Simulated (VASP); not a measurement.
# Ta (Im-3m) in VASP: further runs

Runs on Ta. Level: revPBE. Tasks: single point.

Everything below comes from runs of VASP 6.6.1. Logs are shortened: lines on timing, memory, paths and dates and some standing lists are left out, and cuts for length are marked.

## 1. The cell of the first run

It takes space group Im-3m (No. 229, cubic). The conventional cell has a = 3.290 Å, b = 3.290 Å, c = 3.290 Å, α = 90.00°, β = 90.00°, γ = 90.00°. Ta (site symmetry m-3m) has 14 Ta at 2.85 to 3.29 Å within 3.8 Å.

## 2. Single point, revPBE (17.81 Å³/atom)

Input file INCAR:

```
PREC = Accurate
ENCUT = 520
EDIFF = 1E-6
ISMEAR = -1
SIGMA = 0.1
LREAL = F
LASPH = T
NELM = 60
ALGO = Normal
ISIF = 2
LWAVE = F
LCHARG = F
GGA = RE
NBANDS = 12
```

Input file KPOINTS:

```
Automatic mesh
0
Gamma
  22 22 22
```

Input file POSCAR:

```
Ta
1.0
   -1.6450729707      1.6450729707      1.6450729707
    1.6450729707     -1.6450729707      1.6450729707
    1.6450729707      1.6450729707     -1.6450729707
Ta
1
Direct
    0.0000000000      0.0000000000      0.0000000000
```

Potentials or basis: VASP PAW PBE potentials, release 64 (Ta_pv).

Started as:

```console
> cat potpaw_PBE.64/Ta_pv/POTCAR > POTCAR
> mpirun -np 1 vasp_std > vasp.out
```

OUTCAR:

```text
PREC = Accurate
   ENCUT = 520
   EDIFF = 1E-6
   ISMEAR = -1
   LREAL = F
   LASPH = T
   NELM = 60
   ISIF = 2
   GGA = RE

 ion  position               nearest neighbor table
   1  0.000  0.000  0.000-

  LATTYP: Found a body centered cubic cell.
 ALAT       =     3.2901459414

  Lattice vectors:

 A1 = (  -1.6450729707,   1.6450729707,   1.6450729707)
 A2 = (   1.6450729707,  -1.6450729707,   1.6450729707)
 A3 = (   1.6450729707,   1.6450729707,  -1.6450729707)

Analysis of symmetry for initial positions (statically):
=====================================================================
 Subroutine PRICEL returns:
 Original cell was already a primitive cell.

 Routine SETGRP: Setting up the symmetry group for a
 body centered cubic supercell.

 Subroutine GETGRP returns: Found 48 space group operations
 (whereof 48 operations were pure point group operations)
 out of a pool of 48 trial point group operations.

The static configuration has the point symmetry O_h .

Analysis of symmetry for dynamics (positions and initial velocities):
=====================================================================
 Subroutine PRICEL returns:
 Original cell was already a primitive cell.

 Routine SETGRP: Setting up the symmetry group for a
 body centered cubic supercell.

 Subroutine GETGRP returns: Found 48 space group operations
 (whereof 48 operations were pure point group operations)
 out of a pool of 48 trial point group operations.

The dynamic configuration has the point symmetry O_h .

 Subroutine INISYM returns: Found 48 space group operations
 (whereof 48 operations are pure point group operations),
 and found     1 'primitive' translations

----------------------------------------------------------------------------------------

                                     Primitive cell

  volume of cell :      17.8080

  direct lattice vectors                    reciprocal lattice vectors
    -1.645072971  1.645072971  1.645072971     0.000000000  0.303937885  0.303937885
     1.645072971 -1.645072971  1.645072971     0.303937885  0.000000000  0.303937885
     1.645072971  1.645072971 -1.645072971     0.303937885  0.303937885  0.000000000

  length of vectors
     2.849349967  2.849349967  2.849349967     0.429833080  0.429833080  0.429833080

  position of ions in fractional coordinates (direct lattice)
     0.000000000  0.000000000  0.000000000

  ion indices of the primitive-cell ions
   primitive index   ion index
                 1           1

----------------------------------------------------------------------------------------

 KPOINTS: Automatic mesh

Automatic generation of k-mesh.
 Grid dimensions read from file:
 generate k-points for:   22   22   22

 Generating k-lattice:

  Cartesian coordinates                     Fractional coordinates (reciprocal lattice)
     0.000000000  0.013815358  0.013815358     0.045454545  0.000000000  0.000000000
     0.013815358  0.000000000  0.013815358     0.000000000  0.045454545  0.000000000
     0.013815358  0.013815358  0.000000000     0.000000000  0.000000000  0.045454545

  Length of vectors
     0.019537867  0.019537867  0.019537867

  Shift w.r.t. Gamma in fractional coordinates (k-lattice)
     0.000000000  0.000000000  0.000000000

 Subroutine IBZKPT returns following result:
 ===========================================

 Found    328 irreducible k-points:

 Following reciprocal coordinates:
            Coordinates               Weight
  0.000000  0.000000  0.000000      1.000000
  0.045455  0.000000  0.000000     12.000000
  0.090909  0.000000  0.000000     12.000000
  0.136364  0.000000  0.000000     12.000000
  0.181818  0.000000  0.000000     12.000000
  0.227273  0.000000  0.000000     12.000000
[... 16 lines left out ...]
  0.090909  0.090909  0.000000     24.000000
  0.136364  0.090909 -0.000000     48.000000
 [... further k-points ...]
   k-points           NKPTS =    328   k-points in BZ     NKDIM =    328   number of bands    NBANDS=     12
   number of dos      NEDOS =    301   number of ions     NIONS =      1
   total plane-waves  NPLWV =  13824
   dimension x,y,z NGX =    24 NGY =   24 NGZ =   24
   dimension x,y,z NGXF=    48 NGYF=   48 NGZF=   48
   ions per type =               1
   NGX,Y,Z   is equivalent  to a cutoff of  14.00, 14.00, 14.00 a.u.
   NGXF,Y,Z  is equivalent  to a cutoff of  28.01, 28.01, 28.01 a.u.
 SYSTEM =  unknown system
   PREC   = accura    normal or accurate (medium, high low for compatibility)
   ISTART =      0    job   : 0-new  1-cont  2-samecut
   ICHARG =      2    charge: 1-file 2-atom 10-const
   ISPIN  =      1    spin polarized calculation?
   LNONCOLLINEAR =      F non collinear calculations
   LSORBIT =      F    spin-orbit coupling
   LASPH  =      T    aspherical Exc in radial PAW
   ENCUT  =  520.0 eV  38.22 Ry    6.18 a.u.   5.30  5.30  5.30*2*pi/ulx,y,z
   NELM   =     60;   NELMIN=  2; NELMDL= -5     # of ELM steps
   EDIFF  = 0.1E-05   stopping-criterion for ELM
   LREAL  =      F    real-space projection
   EDIFFG = 0.1E-04   stopping-criterion for IOM
   NSW    =      0    number of steps for IOM
   IBRION =     -1    ionic relax: 0-MD 1-quasi-New 2-CG
   NFREE  =      0    steps in history (QN), initial steepest desc. (CG)
   ISIF   =      2    stress and relaxation
   ISYM   =      2    0-nonsym 1-usesym 2-fastsym
   POTIM  = 0.5000    time-step for ionic-motion
   TEBEG  =    0.0;   TEEND  =   0.0 temperature during run
   PSTRESS=    0.0 pullay stress
   NELECT =      11.0000    total number of electrons
   NUPDOWN=      -1.0000    fix difference up-down
   EMIN   =  10.00;   EMAX   =-10.00  energy-range for DOS
   EFERMI =   0.00;   METHOD = LEGACY
   ISMEAR =    -1;   SIGMA  =   0.10  broadening in eV -4-tet -1-fermi 0-gaus
   EFERMI_NEDOS =   21; number of points for ismear=-14 and -15
   IALGO  =     38    algorithm
   IMIX   =      4    mixing-type and parameters
     AMIX     =   0.40;   BMIX     =  1.00
     AMIX_MAG =   1.60;   BMIX_MAG =  1.00
  volume/ion in A,a.u.               =      17.81       120.17
  Fermi-wavevector in a.u.,A,eV,Ry     =   1.394228  2.634709 26.447992  1.943873
  Thomas-Fermi vector in A             =   2.517798
   LORBIT       =      0    0 simple, 1 ext, 2 COOP (PROOUT), +10 PAW based schemes
   GGA     = RE    functional components
   LHFCALC =     F    Hartree Fock is set to
   AEXX    =    0.0000 exact exchange contribution
   IVDW    =     0    specifies the selected vdW correction
   LEPSILON=     F    determine dielectric tensor
   LRPA    =     F    only Hartree local field effects (RPA)
 non-spin polarized calculation
  energy-cutoff  :      520.00
  volume of cell :       17.81
 maximum number of plane-waves:       490
 NGX is ok and might be reduce to    24
   NGX = 11   NGY = 11   NGZ = 11

 number of electron      11.0000002 magnetization

 Free energy of the ion-electron system (eV)
  ---------------------------------------------------
  ext. energy  EPLUGINS =         0.00000000
  ---------------------------------------------------
  free energy    TOTEN  =       -11.41694396 eV

  energy without entropy =      -11.37364777  energy(sigma->0) =      -11.39529587

 E-fermi :   5.6546     XC(G=0): -12.6385

 val. band max:        5.6544435722   @ k =  -0.1818   0.1818   0.0455
 cond. band min:       5.6549938070   @ k =   0.2273   0.0000   0.0000
 fundamental gap:      0.0005502348
 Fermi energy:         5.6546198853

 k-point     1 :       0.0000    0.0000    0.0000
  band No.  band energies     occupation
      1     -27.4034      2.00000
      2     -27.4034      2.00000
      3     -27.4034      2.00000
      4      -2.3164      2.00000
      5       6.3912      0.00126
      6       6.3912      0.00126
      7       6.3912      0.00126
      8       9.7079      0.00000
      9       9.7079      0.00000
     10      20.4252      0.00000
     11      20.6807      0.00000
     12      20.6807      0.00000

 k-point     2 :       0.0455    0.0000    0.0000
  band No.  band energies     occupation
      1     -27.4303      2.00000
      2     -27.4116      2.00000
      3     -27.4035      2.00000
      4      -2.2222      2.00000
      5       6.3289      0.00236
      6       6.3742      0.00150
      7       6.4831      0.00050
      8       9.6023      0.00000
      9       9.7074      0.00000
     10      20.4272      0.00000
     11      20.7678      0.00000
     12      20.8459      0.00000

 k-point     3 :       0.0909    0.0000    0.0000
  band No.  band energies     occupation
      1     -27.5082      2.00000
      2     -27.4355      2.00000
      3     -27.4040      2.00000
      4      -1.9463      2.00000
      5       6.1526      0.01366
      6       6.3084      0.00289
      7       6.7569      0.00003
      8       9.3529      0.00000
      9       9.7100      0.00000
     10      20.4250      0.00000
     11      21.0028      0.00000
     12      21.3300      0.00000
[... 286 lines left out ...]
 k-point    23 :       0.0909    0.0909    0.0000
  band No.  band energies     occupation
      1     -27.6962      2.00000
      2     -27.4712      2.00000
      3     -27.4290      2.00000
      4      -1.2548      2.00000
      5       5.8356      0.28130
      6       5.9381      0.11097
      7       7.5292      0.00000
      8       8.8997      0.00000
      9       9.8520      0.00000
     10      20.4247      0.00000
     11      21.5317      0.00000
     12      22.4207      0.00000

 k-point    24 :       0.1364    0.0909   -0.0000
  band No.  band energies     occupation
      1     -27.8351      2.00000
      2     -27.5161      2.00000
      3     -27.4369      2.00000
      4      -0.7039      2.00000
      5       5.5502      1.47936
      6       5.6820      0.86378
      7       8.1695      0.00000
      8       8.7552      0.00000
      9       9.9757      0.00000
     10      20.4242      0.00000
     11      21.8374      0.00000
     12      22.7163      0.00000

 [... further k-points ...]

------------------------ aborting loop because EDIFF is reached ----------------------------------------

  FORCE on cell =-STRESS in cart. coord.  units (eV):
  Direction    XX          YY          ZZ          XY          YZ          ZX
  --------------------------------------------------------------------------------------
  -------------------------------------------------------------------------------------
  Total        0.9240623      0.9240623      0.9240623     -0.0000000     -0.0000000      0.0000000
  in kB       83.1373858     83.1373858     83.1373858     -0.0000000     -0.0000000      0.0000000
  external PRESSURE =      83.1373858 kB  Pullay stress =       0.0000000 kB

 VOLUME and BASIS-vectors are now :
 -----------------------------------------------------------------------------
  energy-cutoff  :      520.00
  volume of cell :       17.81
      direct lattice vectors                 reciprocal lattice vectors
    -1.645072971  1.645072971  1.645072971     0.000000000  0.303937885  0.303937885
     1.645072971 -1.645072971  1.645072971     0.303937885  0.000000000  0.303937885
     1.645072971  1.645072971 -1.645072971     0.303937885  0.303937885  0.000000000

 POSITION                                       TOTAL-FORCE (eV/Angst)
 -----------------------------------------------------------------------------------
      0.00000      0.00000      0.00000         0.000000      0.000000      0.000000
 -----------------------------------------------------------------------------------
    total drift:                                0.000000      0.000000     -0.000000

  FREE ENERGIE OF THE ION-ELECTRON SYSTEM (eV)
  ---------------------------------------------------
  free  energy   TOTEN  =       -11.4169439645 eV

  energy  without entropy=      -11.3736477673  energy(sigma->0) =      -11.39529587
```

Run time: 49 s. Hardware: 1 thread of Intel Xeon 8259CL, shared host; peak memory 0.19 GiB.

Results:

```
Free energy            : -11.4169 eV
Pressure               : 8.3 GPa
Band gap on the k mesh : zero (an odd number of electrons rules out a gap without spin polarisation)
```

Caveat: the cell stands under pressure; the PAW data sets were made with another functional, which shifts forces and pressure a little; spin-orbit coupling is left out, which moves the levels of the heavy elements.

## 3. Single point, revPBE

This run uses another cell than the first one, of 18.55 Å³/atom.

Input file INCAR:

```
  PREC = Accurate
  ENCUT = 520
  EDIFF = 1E-6
  ISMEAR = -1
  SIGMA = 0.1
  LREAL = False
  LASPH = True
  NELM = 60
  ALGO = Normal
  ISIF = 2
  LWAVE = False
  LCHARG = True
  GGA = RE
  LELF = True
  LVHAR = True
  NBANDS = 12
```

Input file KPOINTS:

```
regular mesh
0
Gamma
  22 22 22
```

Input file POSCAR:

```
Ta
1.0
   -1.6676110176      1.6676110176      1.6676110176
    1.6676110176     -1.6676110176      1.6676110176
    1.6676110176      1.6676110176     -1.6676110176
Ta
1
Direct
    0.0000000000      0.0000000000      0.0000000000
```

Potentials or basis: VASP PAW PBE potentials, release 64 (Ta_pv).

Started as:

```console
> cat potpaw_PBE.64/Ta_pv/POTCAR > POTCAR
> mpirun -np 1 vasp_std > vasp.out
```

Wall time 53 s (1 thread of Intel Xeon 8259CL, shared host); peak memory 0.2 GiB.

It converged, with:

- Free energy: -11.4358 eV
- Pressure: 0.0 GPa
- Band gap on the k mesh: zero (an odd number of electrons rules out a gap without spin polarisation)

Levels at points of the mesh, in eV from the Fermi level:
| k point | band 4 | band 5 | band 6 | band 7 | band 8 | band 9 |
| --- | --- | --- | --- | --- | --- | --- |
| (0.00, 0.00, 0.00) | -7.81 | 0.73 | 0.73 | 0.73 | 3.91 | 3.91 |
| (0.50, 0.00, 0.00) | -4.26 | -1.46 | 1.42 | 3.77 | 4.76 | 7.50 |
| (0.50, 0.50, 0.50) | -3.64 | -3.64 | 6.59 | 6.59 | 6.59 | 8.36 |

Caveat: the PAW data sets were made with another functional, which shifts forces and pressure a little; spin-orbit coupling is left out, which moves the levels of the heavy elements.

## 4. Single point, revPBE (18.55 Å³/atom)

This run uses another cell than the first one, of 18.55 Å³/atom.

Input file INCAR:

```
SYSTEM = Ta
  PREC = Accurate
  ENCUT = 520
  EDIFF = 1E-6
  ISMEAR = -1
  SIGMA = 0.1
  LREAL = .False.
  LASPH = .True.
  NELM = 60
  ALGO = Normal
  ISIF = 2
  LWAVE = .False.
  LCHARG = .False.
  GGA = RE
  NBANDS = 12
```

Input file KPOINTS:

```
Automatic mesh
0
Gamma
  22 22 22
  0 0 0
```

POSCAR is that of step 3.

Started as:

```console
> cat potpaw_PBE.64/Ta_pv/POTCAR > POTCAR
> mpirun -np 1 vasp_std > vasp.out
```

Wall time 56 s (1 thread of Intel Xeon 8259CL, shared host); peak memory 0.2 GiB.

The run converged. Its results:

```yaml
Free_energy: -11.4358 eV
Pressure: 0.0 GPa
Band_gap_on_the_k_mesh: zero (an odd number of electrons rules out a gap without spin polarisation)
```

Levels at points of the mesh, in eV from the Fermi level:
| k point | band 3 | band 4 | band 5 | band 6 | band 7 | band 8 | band 9 | band 10 |
| --- | --- | --- | --- | --- | --- | --- | --- | --- |
| (0.00, 0.00, 0.00) | -33.23 | -7.81 | 0.73 | 0.73 | 0.73 | 3.91 | 3.91 | 14.62 |
| (0.50, 0.00, 0.00) | -33.23 | -4.26 | -1.46 | 1.42 | 3.77 | 4.76 | 7.50 | 11.27 |
| (0.50, 0.50, 0.50) | -33.97 | -3.64 | -3.64 | 6.59 | 6.59 | 6.59 | 8.36 | 8.36 |

Caveat: the PAW data sets were made with another functional, which shifts forces and pressure a little; spin-orbit coupling is left out, which moves the levels of the heavy elements.

(Continued in part 2 of 3.)
